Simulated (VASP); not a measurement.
# Hf3CN3 in VASP: single point with PBEsol

Aim: the single point of Hf3CN3 with PBEsol.

Everything below comes from runs of VASP 6.6.1. Logs are shortened: lines on timing, memory, paths and dates and some standing lists are left out, and cuts for length are marked.

## (1) The cell of the first run

The cell holds a slab with vacuum, 7 atoms: a = 3.183 Å, b = 3.183 Å, c = 25.497 Å, α = 90.00°, β = 90.00°, γ = 120.00°.

## (2) Single point, PBEsol

The input, INCAR:

```
SYSTEM = Hf3CN3
PREC = Accurate
ENCUT = 520
EDIFF = 1E-6
ISMEAR = 0
SIGMA = 0.1
LREAL = .False.
LASPH = .True.
NELM = 80
ALGO = Normal
ISIF = 2
LWAVE = .False.
LCHARG = .True.
LDIPOL = .True.
IDIPOL = 3
DIPOL = 0.5 0.5 0.491
GGA = PS
LELF = .True.
LVHAR = .True.
LVACPOTAV = .True.
NBANDS = 34
```

The input, KPOINTS:

```
regular mesh
0
Gamma
  9 9 1
  0 0 0
```

The input, POSCAR:

```
Hf3CN3
1.0
    3.1830776028      0.0000000000      0.0000000000
   -1.5915388014      2.7566260662      0.0000000000
    0.0000000000      0.0000000000     25.4974299488
N Hf C
3 3 1
Direct
    0.3333333333      0.6666666667      0.3333669321
    0.0000000000      0.0000000000      0.4352976751
    0.6666666667      0.3333333333      0.5371532440
    0.6666666667      0.3333333333      0.3843323037
    0.3333333333      0.6666666667      0.4877116680
    0.0000000000      0.0000000000      0.5881513427
    0.0000000000      0.0000000000      0.6710285394
```

Potentials or basis: VASP PAW PBE potentials, release 64 (N, Hf_pv, C).

The run is started by

```sh
> cat potpaw_PBE.64/N/POTCAR potpaw_PBE.64/Hf_pv/POTCAR potpaw_PBE.64/C/POTCAR > POTCAR
> mpirun -np 1 vasp_std > vasp.out
```

OUTCAR:

```text
SYSTEM = Hf3CN3
   PREC = Accurate
   ENCUT = 520
   EDIFF = 1E-6
   ISMEAR = 0
   LREAL = .False.
   LASPH = .True.
   NELM = 80
   ISIF = 2
   GGA = PS

 ion  position               nearest neighbor table
   1  0.333  0.667  0.333-   4 2.25   4 2.25   4 2.25
   2  0.000  0.000  0.435-   4 2.25   4 2.25   4 2.25   5 2.27   5 2.27   5 2.27
   3  0.667  0.333  0.537-   5 2.23   5 2.23   5 2.23   6 2.25   6 2.25   6 2.25
   4  0.667  0.333  0.384-   2 2.25   2 2.25   2 2.25   1 2.25   1 2.25   1 2.25   5 3.21   5 3.21
                             5 3.21
   5  0.333  0.667  0.488-   3 2.23   3 2.23   3 2.23   2 2.27   2 2.27   2 2.27   6 3.15   6 3.15
                             6 3.15   4 3.21   4 3.21   4 3.21
   6  0.000  0.000  0.588-   7 2.11   3 2.25   3 2.25   3 2.25   5 3.15   5 3.15   5 3.15
   7  0.000  0.000  0.671-   6 2.11

  LATTYP: Found a hexagonal cell.
 ALAT       =     3.1830776028
 C/A-ratio  =     8.0103073599

  Lattice vectors:

 A1 = (   3.1830776028,   0.0000000000,   0.0000000000)
 A2 = (  -1.5915388014,   2.7566260662,   0.0000000000)
 A3 = (   0.0000000000,   0.0000000000,  25.4974299488)

Analysis of symmetry for initial positions (statically):
=====================================================================
 Subroutine PRICEL returns:
 Original cell was already a primitive cell.

 Routine SETGRP: Setting up the symmetry group for a
 hexagonal supercell.

 Subroutine GETGRP returns: Found  6 space group operations
 (whereof  6 operations were pure point group operations)
 out of a pool of 24 trial point group operations.

The static configuration has the point symmetry C_3v.

Analysis of symmetry for dynamics (positions and initial velocities):
=====================================================================
 Subroutine PRICEL returns:
 Original cell was already a primitive cell.

 Routine SETGRP: Setting up the symmetry group for a
 hexagonal supercell.

 Subroutine GETGRP returns: Found  6 space group operations
 (whereof  6 operations were pure point group operations)
 out of a pool of 24 trial point group operations.

The dynamic configuration has the point symmetry C_3v.

 Subroutine INISYM returns: Found  6 space group operations
 (whereof  6 operations are pure point group operations),
 and found     1 'primitive' translations

----------------------------------------------------------------------------------------

                                     Primitive cell

  volume of cell :     223.7286

  direct lattice vectors                    reciprocal lattice vectors
     3.183077603  0.000000000  0.000000000     0.314161364  0.181381148  0.000000000
    -1.591538801  2.756626066  0.000000000     0.000000000  0.362762296  0.000000000
     0.000000000  0.000000000 25.497429949     0.000000000  0.000000000  0.039219639

  length of vectors
     3.183077603  3.183077603 25.497429949     0.362762296  0.362762296  0.039219639

  position of ions in fractional coordinates (direct lattice)
     0.333333333  0.666666667  0.333366932
     0.000000000  0.000000000  0.435297675
     0.666666667  0.333333333  0.537153244
     0.666666667  0.333333333  0.384332304
     0.333333333  0.666666667  0.487711668
     0.000000000  0.000000000  0.588151343
     0.000000000  0.000000000  0.671028539

  ion indices of the primitive-cell ions
   primitive index   ion index
                 1           1
                 2           2
                 3           3
                 4           4
                 5           5
                 6           6
                 7           7

----------------------------------------------------------------------------------------

 KPOINTS: regular mesh

Automatic generation of k-mesh.
 Grid dimensions read from file:
 generate k-points for:    9    9    1

 Generating k-lattice:

  Cartesian coordinates                     Fractional coordinates (reciprocal lattice)
     0.034906818  0.020153461  0.000000000     0.111111111 -0.000000000  0.000000000
     0.000000000  0.040306922  0.000000000     0.000000000  0.111111111  0.000000000
     0.000000000  0.000000000  0.039219639     0.000000000  0.000000000  1.000000000

  Length of vectors
     0.040306922  0.040306922  0.039219639

  Shift w.r.t. Gamma in fractional coordinates (k-lattice)
     0.000000000  0.000000000  0.000000000

 Subroutine IBZKPT returns following result:
 ===========================================

 Found     12 irreducible k-points:

 Following reciprocal coordinates:
            Coordinates               Weight
  0.000000  0.000000  0.000000      1.000000
  0.111111 -0.000000  0.000000      6.000000
  0.222222 -0.000000  0.000000      6.000000
  0.333333 -0.000000  0.000000      6.000000
  0.444444 -0.000000  0.000000      6.000000
  0.111111  0.111111  0.000000      6.000000
  0.222222  0.111111  0.000000     12.000000
  0.333333  0.111111  0.000000     12.000000
  0.444444  0.111111  0.000000      6.000000
  0.222222  0.222222  0.000000      6.000000
  0.333333  0.222222  0.000000     12.000000
  0.333333  0.333333  0.000000      2.000000
   k-points           NKPTS =     12   k-points in BZ     NKDIM =     12   number of bands    NBANDS=     34
   number of dos      NEDOS =    301   number of ions     NIONS =      7
   total plane-waves  NPLWV = 110592
   dimension x,y,z NGX =    24 NGY =   24 NGZ =  192
   dimension x,y,z NGXF=    48 NGYF=   48 NGZF=  384
   ions per type =               3   3   1
   NGX,Y,Z   is equivalent  to a cutoff of  12.53, 12.53, 12.52 a.u.
   NGXF,Y,Z  is equivalent  to a cutoff of  25.07, 25.07, 25.04 a.u.
 SYSTEM =  Hf3CN3
   PREC   = accura    normal or accurate (medium, high low for compatibility)
   ISTART =      0    job   : 0-new  1-cont  2-samecut
   ICHARG =      2    charge: 1-file 2-atom 10-const
   ISPIN  =      1    spin polarized calculation?
   LNONCOLLINEAR =      F non collinear calculations
   LSORBIT =      F    spin-orbit coupling
   LASPH  =      T    aspherical Exc in radial PAW
   ENCUT  =  520.0 eV  38.22 Ry    6.18 a.u.   5.92  5.92 47.41*2*pi/ulx,y,z
   NELM   =     80;   NELMIN=  2; NELMDL= -5     # of ELM steps
   EDIFF  = 0.1E-05   stopping-criterion for ELM
   LREAL  =      F    real-space projection
   EDIFFG = 0.1E-04   stopping-criterion for IOM
   NSW    =      0    number of steps for IOM
   IBRION =     -1    ionic relax: 0-MD 1-quasi-New 2-CG
   NFREE  =      0    steps in history (QN), initial steepest desc. (CG)
   ISIF   =      2    stress and relaxation
   ISYM   =      2    0-nonsym 1-usesym 2-fastsym
   POTIM  = 0.5000    time-step for ionic-motion
   TEBEG  =    0.0;   TEEND  =   0.0 temperature during run
   PSTRESS=    0.0 pullay stress
   NELECT =      49.0000    total number of electrons
   NUPDOWN=      -1.0000    fix difference up-down
   EMIN   =  10.00;   EMAX   =-10.00  energy-range for DOS
   EFERMI =   0.00;   METHOD = LEGACY
   ISMEAR =     0;   SIGMA  =   0.10  broadening in eV -4-tet -1-fermi 0-gaus
   EFERMI_NEDOS =   21; number of points for ismear=-14 and -15
   IALGO  =     38    algorithm
   IMIX   =      4    mixing-type and parameters
     AMIX     =   0.40;   BMIX     =  1.00
     AMIX_MAG =   1.60;   BMIX_MAG =  1.00
  volume/ion in A,a.u.               =      31.96       215.69
  Fermi-wavevector in a.u.,A,eV,Ry     =   0.986809  1.864798 13.249240  0.973792
  Thomas-Fermi vector in A             =   2.118217
   LORBIT       =      0    0 simple, 1 ext, 2 COOP (PROOUT), +10 PAW based schemes
   GGA     = PS    functional components
   LHFCALC =     F    Hartree Fock is set to
   AEXX    =    0.0000 exact exchange contribution
   IVDW    =     0    specifies the selected vdW correction
   LEPSILON=     F    determine dielectric tensor
   LRPA    =     F    only Hartree local field effects (RPA)
 non-spin polarized calculation
 Gauss-broadening in eV      SIGMA  =   0.10
  energy-cutoff  :      520.00
  volume of cell :      223.73
 maximum number of plane-waves:      6054
 NGX is ok and might be reduce to    24
   NGX = 11   NGY = 11   NGZ = 95

 dipolmoment           0.000000      0.000000      0.042878 electrons x Angstroem

 number of electron      49.0000009 magnetization

 dipolmoment           0.000000      0.000000     -0.050239 electrons x Angstroem

 Free energy of the ion-electron system (eV)
  ---------------------------------------------------
  ext. energy  EPLUGINS =         0.00000000
  ---------------------------------------------------
  free energy    TOTEN  =       -68.74357939 eV

  energy without entropy =      -68.70732818  energy(sigma->0) =      -68.72545379

 E-fermi :  -2.6271     XC(G=0):  -5.3293

 val. band max:       -2.6574162818   @ k =   0.1111  -0.0000   0.0000
 cond. band min:      -2.6130550650   @ k =   0.3333   0.2222   0.0000
 fundamental gap:      0.0443612168
 Fermi energy:        -2.6271187814

 k-point     1 :       0.0000    0.0000    0.0000
  band No.  band energies     occupation
      1     -34.0993      2.00000
      2     -33.5303      2.00000
      3     -33.5303      2.00000
      4     -33.0045      2.00000
      5     -32.7556      2.00000
      6     -32.7556      2.00000
[... 26 lines left out ...]
     33       1.2737      0.00000
     34       1.4321      0.00000

 k-point     2 :       0.1111   -0.0000    0.0000
  band No.  band energies     occupation
      1     -34.0737      2.00000
      2     -33.6309      2.00000
      3     -33.5503      2.00000
      4     -32.9894      2.00000
      5     -32.8355      2.00000
      6     -32.7731      2.00000
[... 26 lines left out ...]
     33       1.1982      0.00000
     34       1.2744      0.00000
[... 331 lines left out ...]
     33       2.8107      0.00000
     34       3.3152      0.00000

 k-point    12 :       0.3333    0.3333    0.0000
  band No.  band energies     occupation
      1     -34.0774      2.00000
      2     -34.0611      2.00000
      3     -33.8448      2.00000
      4     -33.2445      2.00000
      5     -33.1628      2.00000
      6     -32.9012      2.00000
[... 26 lines left out ...]
     33       2.6279      0.00000
     34       3.0152      0.00000

------------------------ aborting loop because EDIFF is reached ----------------------------------------

  FORCE on cell =-STRESS in cart. coord.  units (eV):
  Direction    XX          YY          ZZ          XY          YZ          ZX
  --------------------------------------------------------------------------------------
  -------------------------------------------------------------------------------------
  Total       -3.3102084     -3.3102084     -5.0108832      0.0000000     -0.0000000      0.0000000
  in kB      -23.7052438    -23.7052438    -35.8842086      0.0000000     -0.0000000      0.0000000
  external PRESSURE =     -27.7648988 kB  Pullay stress =       0.0000000 kB

 VOLUME and BASIS-vectors are now :
 -----------------------------------------------------------------------------
  energy-cutoff  :      520.00
  volume of cell :      223.73
      direct lattice vectors                 reciprocal lattice vectors
     3.183077603  0.000000000  0.000000000     0.314161364  0.181381148  0.000000000
    -1.591538801  2.756626066  0.000000000     0.000000000  0.362762296  0.000000000
     0.000000000  0.000000000 25.497429949     0.000000000  0.000000000  0.039219639

 POSITION                                       TOTAL-FORCE (eV/Angst)
 -----------------------------------------------------------------------------------
     -0.00000      1.83775      8.50000         0.000000     -0.000000      5.119425
      0.00000      0.00000     11.09897        -0.000000     -0.000000      1.618658
      1.59154      0.91888     13.69603         0.000000     -0.000000     -0.039513
      1.59154      0.91888      9.79949        -0.000000      0.000000     -6.637465
     -0.00000      1.83775     12.43539        -0.000000      0.000000      0.017118
      0.00000      0.00000     14.99635        -0.000000     -0.000000     -0.137251
      0.00000      0.00000     17.10950        -0.000000     -0.000000      0.059029
 -----------------------------------------------------------------------------------
    total drift:                                0.000000      0.000000     -0.001367

  FREE ENERGIE OF THE ION-ELECTRON SYSTEM (eV)
  ---------------------------------------------------
  free  energy   TOTEN  =       -68.7435793924 eV

  energy  without entropy=      -68.7073281784  energy(sigma->0) =      -68.72545379

 vacuum level on the upper side and lower side of the slab         4.665         5.699
```

Run time: 5.8 min. Hardware: 1 thread of AMD EPYC 7R13 (Zen 3), shared host; peak memory 0.34 GiB.

What came out:

```
Free energy   : -68.7436 eV
Largest force : 6.637 eV/Å
```

Forces in eV/Å, atoms in the order of the input:
```
N    0.000  0.000  5.119
N    0.000  0.000  1.619
N    0.000  0.000 -0.040
Hf   0.000  0.000 -6.637
Hf   0.000  0.000  0.017
Hf   0.000  0.000 -0.137
C    0.000  0.000  0.059
```

Caveat: the PAW data sets were made with another functional, which shifts forces and pressure a little; spin-orbit coupling is left out, which moves the levels of the heavy elements.
